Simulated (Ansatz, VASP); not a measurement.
# Si: VASP beside Ansatz

```
Si
1.0
     0.00000    5.43000    5.43000
     5.43000    0.00000    5.43000
     5.43000    5.43000    0.00000
Si
17
Direct
  0.97373 0.97432 0.07710
  0.13103 0.13137 0.12866
  0.01669 0.01920 0.50246
  0.10171 0.10184 0.69423
  0.00449 0.50283 0.98961
  0.13097 0.60824 0.12925
  0.01530 0.46186 0.50324
  0.13360 0.62429 0.61761
  0.50257 0.00456 0.98976
  0.60744 0.13118 0.12997
  0.46242 0.01578 0.50421
  0.62363 0.13496 0.61773
  0.50263 0.50292 0.98979
  0.63293 0.63290 0.10126
  0.50767 0.50887 0.47363
  0.62319 0.62306 0.61769
  0.83620 0.83587 0.49239
```

Alike in both runs: functional PBE; k mesh 2 × 2 × 2; occupations fermi-dirac, width 0.02 eV; no spin polarisation.

Ansatz relaxed the structure, and its values are those at the end. VASP's run is a single point on that final structure, the one shown.

```csv
,VASP,Ansatz
version,VASP 6.6.1,Ansatz 0.2.0
potentials or method,"VASP PAW PBE potentials, release 64 (Si), cutoff 400 eV","scalar-relativistic, plane waves, PAW"
valence electrons in the cell,68,68
```

```tsv
	VASP	Ansatz	Ansatz less VASP
rms of the force components (eV/Å)	0.032	0.032	-0.0001
```

The k mesh is coarse, so the values compare programs but aren't converged.
